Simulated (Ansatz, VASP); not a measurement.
# One calculation of Sn, two programs

INCAR

```
PREC = Accurate
ENCUT = 520
EDIFF = 1E-6
ISMEAR = 1
SIGMA = 1.0
LREAL = F
LASPH = T
NELM = 80
ALGO = Normal
ISIF = 2
LWAVE = F
LCHARG = F
GGA = PE
NBANDS = 21
```

KPOINTS

```
regular mesh
0
Gamma
  11 11 8
```

File POSCAR:

```
Sn
1.0
   -2.9773321013      2.9790067394      1.6030901642
    2.9790067394     -2.9773321013      1.6030901642
    2.9770686044      2.9770686044     -1.6000204610
Sn
2
Direct
    0.0000231878      0.9999768122      0.0000000000
    0.7499768122      0.2500231878      0.5000000000
```

Input for Ansatz:

```yaml
crystal:
  lattice:
    - [-2.9773321013, 2.9790067394, 1.6030901642]
    - [2.9790067394, -2.9773321013, 1.6030901642]
    - [2.9770686044, 2.9770686044, -1.600020461]
  atoms:
    - { symbol: Sn, position: [2.31878e-05, 0.9999768122, 0.0] }
    - { symbol: Sn, position: [0.7499768122, 0.2500231878, 0.5] }
hamiltonian:
  xc: pbe
  pseudopotentials:
    kind: paw
    azcp:
      Sn: "pseudopotentials/Sn.paw.azcp"
basis:
  ecutwfc: 420
  fft_grid_basis: typed
kpoints:
  mp_grid: { grid: [11, 11, 8], shift: [0, 0, 0] }
magnetization:
  spin_polarized: false
scf:
  occupations: { method: methfessel_paxton, width: 1.0 }
  lower_state_search: "off"
output:
  stress: true
  write_density: true
  write_potential: true
  elf: true
  volumetric_format: npy
```

Alike in both runs: task single point; functional PBE; k mesh 11 × 11 × 8; occupations methfessel-paxton of order 1, width 1 eV; no spin polarisation.

|  | VASP | Ansatz |
| --- | --- | --- |
| version | VASP 6.6.1 | Ansatz 0.2.0 |
| potentials or method | VASP PAW PBE potentials, release 64 (Sn_d), cutoff 520 eV | plane waves (420 eV) with PAW, scalar-relativistic |
| valence electrons in the cell | 28 | 28 |

```tsv
	VASP	Ansatz	Ansatz less VASP
pressure (GPa)	-0.1	-0.1	+0.04
```
